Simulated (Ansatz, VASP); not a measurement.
## One calculation of Au, two programs

The input INCAR:

```
PREC = Accurate
ENCUT = 500
EDIFF = 1E-6
ISMEAR = 0
SIGMA = 0.1
LREAL = False
LASPH = True
NELM = 120
ALGO = Normal
ISIF = 2
LWAVE = False
LCHARG = True
GGA = PE
LELF = True
LVHAR = True
NBANDS = 18
GGA_COMPAT = False
```

Contents of KPOINTS:

```
Automatic mesh
0
Gamma
  2 2 1
```

Contents of POSCAR:

```
Au
1.0
    1.4113099650     -2.5559330250      0.0000000000
    1.4113099650      2.5559330250      0.0000000000
    0.0000000000      0.0000000000      4.8931696100
Au
2
Direct
    0.6653279700      0.3346720300      0.2500000000
    0.3346720300      0.6653279700      0.7500000000
```

Input for Ansatz:

```yaml
crystal:
  lattice:
    - [1.411309965, -2.555933025, 0.0]
    - [1.411309965, 2.555933025, 0.0]
    - [0.0, 0.0, 4.89316961]
  atoms:
    - { symbol: Au, position: [0.66532797, 0.33467203, 0.25] }
    - { symbol: Au, position: [0.33467203, 0.66532797, 0.75] }
basis:
  ecutwfc: 420
kpoints:
  mp_grid: { grid: [2, 2, 1] }
hamiltonian:
  xc: pbe
scf:
  occupations: { method: gaussian, width: 0.1 }
output:
  forces: true
  stress: true
  eigenvalues: true
```

Alike in both runs: task single point; functional PBE; k mesh 2 × 2 × 1; occupations gaussian, width 0.1 eV; no spin polarisation.

|  | VASP | Ansatz |
| --- | --- | --- |
| version | VASP 6.6.1 | Ansatz 0.2.0 |
| potentials or method | VASP PAW PBE potentials, release 64 (Au), cutoff 500 eV | scalar-relativistic, plane waves, PAW |
| valence electrons in the cell | 22 | 38 |

VASP gave:

```
gap on the k mesh at the Fermi level (eV)                     : none
pressure (GPa)                                                : 19.5
traceless stress, the component that is largest in VASP (GPa) : -26.43
rms of the force components (eV/Å)                            : 0.233
```

Estimate Ansatz's values.

gap on the k mesh at the Fermi level (eV): none; pressure (GPa): 19.8; traceless stress, the component that is largest in VASP (GPa): -26.45; rms of the force components (eV/Å): 0.235.

Atom by atom the forces differ by 0.002 eV/Å (rms over components). A gap of «none» marks a metal or a gap that the smearing closes. VASP's potentials hold 22 valence electrons a cell and Ansatz's 38, so a difference there can come from the potentials and not from the codes.

The k mesh is coarse, so the values compare programs but aren't converged. Spin-orbit coupling is off throughout.
